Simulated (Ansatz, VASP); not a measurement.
## BaLiF3: VASP beside Ansatz

```xyz
5
Lattice="4.3376 0.0000 0.0000 0.0000 4.3376 0.0000 0.0000 0.0000 3.9886" Properties=species:S:1:pos:R:3 pbc="T T T"
Ba    0.0000    0.0000    0.0000
Li    2.1688    2.1688    1.9943
F     0.0000    2.1688    1.9943
F     2.1688    2.1688    0.0000
F     2.1688    0.0000    1.9943
```

Change from the starting cell: strain +0.0875 x Voigt [1, 1, 0, 0, 0, 0], atoms carried along.

Alike in both runs: task single point; functional LDA; k mesh 6 × 6 × 6; occupations gaussian, width 0.05 eV; no spin polarisation.

|  | VASP | Ansatz |
| --- | --- | --- |
| version | VASP 6.6.1 | Ansatz 0.2.0 |
| potentials or method | VASP PAW LDA potentials, release 64 (Ba_sv, Li_sv, F), cutoff 520 eV | scalar-relativistic, plane waves, PAW |
| valence electrons in the cell | 34 | 34 |

```tsv
	VASP	Ansatz	Ansatz less VASP
gap on the k mesh at the Fermi level (eV)	5.67	5.75	+0.083
least direct gap on the mesh (eV)	5.68	5.76	+0.073
```

LDA's correlation is that of Perdew and Zunger in VASP and of Perdew and Wang (1992) in Ansatz.

Neither program's run includes spin-orbit coupling. Noted on VASP's run: the cutoff is short for stress, so the pressure is rough.
